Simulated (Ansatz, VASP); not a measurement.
## SnO2: VASP beside Ansatz

```
CELL_PARAMETERS angstrom
4.47954 0.00000 0.00000
0.00000 4.47954 0.00000
0.00000 0.00000 3.61422
ATOMIC_POSITIONS crystal
Sn 0.00000 0.00000 0.00000
Sn 0.50000 0.50000 0.50000
O 0.30589 0.30589 0.00000
O 0.19411 0.80589 0.50000
O 0.69411 0.69411 0.00000
O 0.80589 0.19411 0.50000
```

Alike in both runs: task single point; functional r2SCAN; k mesh 6 × 6 × 10; occupations gaussian, width 0.05 eV; no spin polarisation.

```csv
,VASP,Ansatz
version,VASP 6.6.1,Ansatz 0.2.0
potentials or method,"VASP PAW PBE potentials, release 64 (Sn_d, O), cutoff 520 eV","scalar-relativistic, plane waves, PAW"
valence electrons in the cell,52,52
```

```csv
,VASP,Ansatz,Ansatz less VASP
gap on the k mesh at the Fermi level (eV),1.57,1.56,-0.007
least direct gap on the mesh (eV),1.57,1.56,-0.007
pressure (GPa),-0.3,-1.4,-1.15
"traceless stress, the component that is largest in VASP (GPa)",-23.21,-22.72,+0.483
rms of the force components (eV/Å),0.375,0.332,-0.0423
```

VASP's potentials were made for PBE, not for r2SCAN. Atom by atom the forces differ by 0.042 eV/Å (rms over components). With one functional, cell and mesh, what is left measures potentials, basis and numerics.
